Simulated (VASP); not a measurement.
# SnGe3Te4 (R3m) in VASP: further runs, part 2 of 2

VASP 6.6.1.

## (4) Single point, PBE

INCAR reads:

```
  PREC = Accurate
  ENCUT = 520
  EDIFF = 1E-7
  ISMEAR = 0
  SIGMA = 0.01
  LREAL = F
  LASPH = T
  NELM = 80
  ALGO = Normal
  ISIF = 2
  LWAVE = F
  LCHARG = T
  GGA = PE
  LELF = T
  LVHAR = T
  NBANDS = 50
```

KPOINTS reads:

```
regular mesh
0
Gamma
  6 6 6
```

POSCAR reads:

```
SnGe3Te4
1.0
    4.3047248098      2.4853340110      3.7337519111
   -4.3047248098      2.4853340110      3.7337519111
    0.0000000000     -4.9706680721      3.7337518778
Sn Ge Te
1 3 4
Direct
    0.5086710000      0.5086710000      0.5086710000
    0.9892700000      0.4902380000      0.9892700000
    0.4902380000      0.9892700000      0.9892700000
    0.9892700000      0.9892700000      0.4902380000
    0.5293250000      0.0207150000      0.5293250000
    0.0207150000      0.5293250000      0.5293250000
    0.0271860000      0.0271860000      0.0271860000
    0.5293250000      0.5293250000      0.0207150000
```

Potentials or basis: VASP PAW PBE potentials, release 64 (Sn_d, Ge_d, Te).

Run with:

```
> cat potpaw_PBE.64/Sn_d/POTCAR potpaw_PBE.64/Ge_d/POTCAR potpaw_PBE.64/Te/POTCAR > POTCAR
> mpirun -np 1 vasp_std > vasp.out
```

OUTCAR:

```text
PREC = Accurate
   ENCUT = 520
   EDIFF = 1E-7
   ISMEAR = 0
   LREAL = F
   LASPH = T
   NELM = 80
   ISIF = 2
   GGA = PE

 ion  position               nearest neighbor table
   1  0.509  0.509  0.509-   8 3.03   6 3.03   5 3.03   5 3.20   6 3.20   8 3.20
   2  0.989  0.490  0.989-   6 2.86   8 2.86   7 2.88
   3  0.490  0.989  0.989-   5 2.86   8 2.86   7 2.88
   4  0.989  0.989  0.490-   5 2.86   6 2.86   7 2.88
   5  0.529  0.021  0.529-   3 2.86   4 2.86   1 3.03   1 3.20
   6  0.021  0.529  0.529-   2 2.86   4 2.86   1 3.03   1 3.20
   7  0.027  0.027  0.027-   4 2.88   3 2.88   2 2.88
   8  0.529  0.529  0.021-   2 2.86   3 2.86   1 3.03   1 3.20

  LATTYP: Found a trigonal (rhomboedric) cell.
 ALAT       =     6.2167872867
 COS(alpha) =     0.0410658909

  Lattice vectors:

 A1 = (   4.3047248098,   2.4853340110,   3.7337519111)
 A2 = (  -4.3047248098,   2.4853340110,   3.7337519111)
 A3 = (   0.0000000000,  -4.9706680721,   3.7337518778)

Analysis of symmetry for initial positions (statically):
=====================================================================
 Subroutine PRICEL returns:
 Original cell was already a primitive cell.

 Routine SETGRP: Setting up the symmetry group for a
 trigonal (rhombohedral) supercell.

 Subroutine GETGRP returns: Found  6 space group operations
 (whereof  6 operations were pure point group operations)
 out of a pool of 12 trial point group operations.

The static configuration has the point symmetry C_3v.

Analysis of symmetry for dynamics (positions and initial velocities):
=====================================================================
 Subroutine PRICEL returns:
 Original cell was already a primitive cell.

 Routine SETGRP: Setting up the symmetry group for a
 trigonal (rhombohedral) supercell.

 Subroutine GETGRP returns: Found  6 space group operations
 (whereof  6 operations were pure point group operations)
 out of a pool of 12 trial point group operations.

The dynamic configuration has the point symmetry C_3v.

 Subroutine INISYM returns: Found  6 space group operations
 (whereof  6 operations are pure point group operations),
 and found     1 'primitive' translations

----------------------------------------------------------------------------------------

                                     Primitive cell

  volume of cell :     239.6773

  direct lattice vectors                    reciprocal lattice vectors
     4.304724810  2.485334011  3.733751911     0.116151443  0.067060067  0.089275705
    -4.304724810  2.485334011  3.733751911    -0.116151443  0.067060067  0.089275705
     0.000000000 -4.970668072  3.733751878     0.000000000 -0.134120135  0.089275704

  length of vectors
     6.216787287  6.216787287  6.216787287     0.161115989  0.161115989  0.161115989

  position of ions in fractional coordinates (direct lattice)
     0.508671000  0.508671000  0.508671000
     0.989270000  0.490238000  0.989270000
     0.490238000  0.989270000  0.989270000
     0.989270000  0.989270000  0.490238000
     0.529325000  0.020715000  0.529325000
     0.020715000  0.529325000  0.529325000
     0.027186000  0.027186000  0.027186000
     0.529325000  0.529325000  0.020715000

[... 34 lines left out ...]

 Found     32 irreducible k-points:

 Following reciprocal coordinates:
            Coordinates               Weight
  0.000000  0.000000  0.000000      1.000000
  0.166667  0.000000 -0.000000      6.000000
  0.333333  0.000000  0.000000      6.000000
  0.500000 -0.000000  0.000000      3.000000
  0.166667  0.166667 -0.000000      6.000000
  0.333333  0.166667  0.000000     12.000000
[... 16 lines left out ...]
  0.500000  0.500000  0.166667      6.000000
 -0.333333  0.500000  0.166667     12.000000
 [... further k-points ...]
   k-points           NKPTS =     32   k-points in BZ     NKDIM =     32   number of bands    NBANDS=     50
   number of dos      NEDOS =    301   number of ions     NIONS =      8
   total plane-waves  NPLWV = 110592
   dimension x,y,z NGX =    48 NGY =   48 NGZ =   48
   dimension x,y,z NGXF=    96 NGYF=   96 NGZF=   96
   ions per type =               1   3   4
   NGX,Y,Z   is equivalent  to a cutoff of  12.84, 12.84, 12.84 a.u.
   NGXF,Y,Z  is equivalent  to a cutoff of  25.67, 25.67, 25.67 a.u.
 SYSTEM =  unknown system
   PREC   = accura    normal or accurate (medium, high low for compatibility)
   ISTART =      0    job   : 0-new  1-cont  2-samecut
   ICHARG =      2    charge: 1-file 2-atom 10-const
   ISPIN  =      1    spin polarized calculation?
   LNONCOLLINEAR =      F non collinear calculations
   LSORBIT =      F    spin-orbit coupling
   LASPH  =      T    aspherical Exc in radial PAW
   ENCUT  =  520.0 eV  38.22 Ry    6.18 a.u.  11.56 11.56 11.56*2*pi/ulx,y,z
   NELM   =     80;   NELMIN=  2; NELMDL= -5     # of ELM steps
   EDIFF  = 0.1E-06   stopping-criterion for ELM
   LREAL  =      F    real-space projection
   EDIFFG = 0.1E-05   stopping-criterion for IOM
   NSW    =      0    number of steps for IOM
   IBRION =     -1    ionic relax: 0-MD 1-quasi-New 2-CG
   NFREE  =      0    steps in history (QN), initial steepest desc. (CG)
   ISIF   =      2    stress and relaxation
   ISYM   =      2    0-nonsym 1-usesym 2-fastsym
   POTIM  = 0.5000    time-step for ionic-motion
   TEBEG  =    0.0;   TEEND  =   0.0 temperature during run
   PSTRESS=    0.0 pullay stress
   NELECT =      80.0000    total number of electrons
   NUPDOWN=      -1.0000    fix difference up-down
   EMIN   =  10.00;   EMAX   =-10.00  energy-range for DOS
   EFERMI =   0.00;   METHOD = LEGACY
   ISMEAR =     0;   SIGMA  =   0.01  broadening in eV -4-tet -1-fermi 0-gaus
   EFERMI_NEDOS =   21; number of points for ismear=-14 and -15
   IALGO  =     38    algorithm
   IMIX   =      4    mixing-type and parameters
     AMIX     =   0.40;   BMIX     =  1.00
     AMIX_MAG =   1.60;   BMIX_MAG =  1.00
  volume/ion in A,a.u.               =      29.96       202.18
  Fermi-wavevector in a.u.,A,eV,Ry     =   1.135610  2.145992 17.546210  1.289610
  Thomas-Fermi vector in A             =   2.272315
   LORBIT       =      0    0 simple, 1 ext, 2 COOP (PROOUT), +10 PAW based schemes
   GGA     = PE    functional components
   LHFCALC =     F    Hartree Fock is set to
   AEXX    =    0.0000 exact exchange contribution
   IVDW    =     0    specifies the selected vdW correction
   LEPSILON=     F    determine dielectric tensor
   LRPA    =     F    only Hartree local field effects (RPA)
 non-spin polarized calculation
 Gauss-broadening in eV      SIGMA  =   0.01
  energy-cutoff  :      520.00
  volume of cell :      239.68
 maximum number of plane-waves:      6478
 NGX is ok and might be reduce to    48
   NGX = 23   NGY = 23   NGZ = 23

 number of electron      80.0000069 magnetization

 Free energy of the ion-electron system (eV)
  ---------------------------------------------------
  ext. energy  EPLUGINS =         0.00000000
  ---------------------------------------------------
  free energy    TOTEN  =       -30.95482579 eV

  energy without entropy =      -30.95482579  energy(sigma->0) =      -30.95482579

 E-fermi :   5.8164     XC(G=0):  -9.3841

 val. band max:        5.7599802348   @ k =   0.5000   0.5000   0.5000
 cond. band min:       5.9035399701   @ k =   0.5000   0.5000   0.5000
 fundamental gap:      0.1435597353
 Fermi energy:         5.8163899178

 k-point     1 :       0.0000    0.0000    0.0000
  band No.  band energies     occupation
      1     -19.3432      2.00000
      2     -19.3409      2.00000
      3     -19.3409      2.00000
      4     -19.3399      2.00000
      5     -19.3399      2.00000
      6     -19.3377      2.00000
[... 1261 lines left out ...]
     49       8.6048      0.00000
     50       8.7765      0.00000

 [... further k-points ...]
[... 5 lines left out ...]
  --------------------------------------------------------------------------------------
  -------------------------------------------------------------------------------------
  Total       -0.0036641     -0.0036641     -0.0120312      0.0000000      0.0000000      0.0000000
  in kB       -0.0244933     -0.0244933     -0.0804255      0.0000000      0.0000000      0.0000000
  external PRESSURE =      -0.0431374 kB  Pullay stress =       0.0000000 kB

 VOLUME and BASIS-vectors are now :
 -----------------------------------------------------------------------------
  energy-cutoff  :      520.00
  volume of cell :      239.68
      direct lattice vectors                 reciprocal lattice vectors
     4.304724810  2.485334011  3.733751911     0.116151443  0.067060067  0.089275705
    -4.304724810  2.485334011  3.733751911    -0.116151443  0.067060067  0.089275705
     0.000000000 -4.970668072  3.733751878     0.000000000 -0.134120135  0.089275704

 POSITION                                       TOTAL-FORCE (eV/Angst)
 -----------------------------------------------------------------------------------
      0.00000     -0.00000      5.69775        -0.000000      0.000000     -0.000074
      2.14820     -1.24026      9.21780         0.003561     -0.002056      0.011160
     -2.14820     -1.24026      9.21780        -0.003561     -0.002056      0.011160
      0.00000      2.48052      9.21780        -0.000000      0.004112      0.011160
      2.18943     -1.26407      4.03008        -0.003947      0.002279     -0.008902
     -2.18943     -1.26407      4.03008         0.003947      0.002279     -0.008902
      0.00000     -0.00000      0.30452        -0.000000      0.000000     -0.006702
      0.00000      2.52813      4.03008        -0.000000     -0.004558     -0.008902
 -----------------------------------------------------------------------------------
    total drift:                               -0.000000     -0.000000     -0.001234

  FREE ENERGIE OF THE ION-ELECTRON SYSTEM (eV)
  ---------------------------------------------------
  free  energy   TOTEN  =       -30.9548257894 eV

  energy  without entropy=      -30.9548257894  energy(sigma->0) =      -30.95482579
```

Wall time 3.3 min (1 thread of Intel Xeon 6975P-C (Granite Rapids), shared host); peak memory 0.52 GiB.

Results:

- Free energy: -30.9548 eV
- Pressure: 0.0 GPa
- Largest force: 0.012 eV/Å
- Band gap on the k mesh: 0.14 eV

Forces in eV/Å, atoms in the order of the input:
```
Sn   0.000  0.000  0.000
Ge   0.004 -0.002  0.011
Ge  -0.004 -0.002  0.011
Ge   0.000  0.004  0.011
Te  -0.004  0.002 -0.009
Te   0.004  0.002 -0.009
Te   0.000  0.000 -0.007
Te   0.000 -0.005 -0.009
```

Caveat: spin-orbit coupling is left out, which moves the levels of the heavy elements.

## (5) Summary

```csv
k mesh,smearing,gap on the mesh (eV),pressure (GPa),largest force (eV/Å)
3 × 3 × 3,gaussian 0.1 eV,1.13,0.0,0.08
6 × 6 × 6,gaussian 0.02 eV,0.14,0.0,0.01
6 × 6 × 6,gaussian 0.01 eV,0.14,0.0,0.01
```

Alike in all rows: task single point; level PBE; potentials or basis VASP PAW PBE potentials, release 64 (Sn_d, Ge_d, Te); no spin polarisation; cell as given; cutoff (eV) 520.

Caveats: spin-orbit coupling is left out, which moves the levels of the heavy elements.

Absolute energies hang on the potentials; compare differences alone.
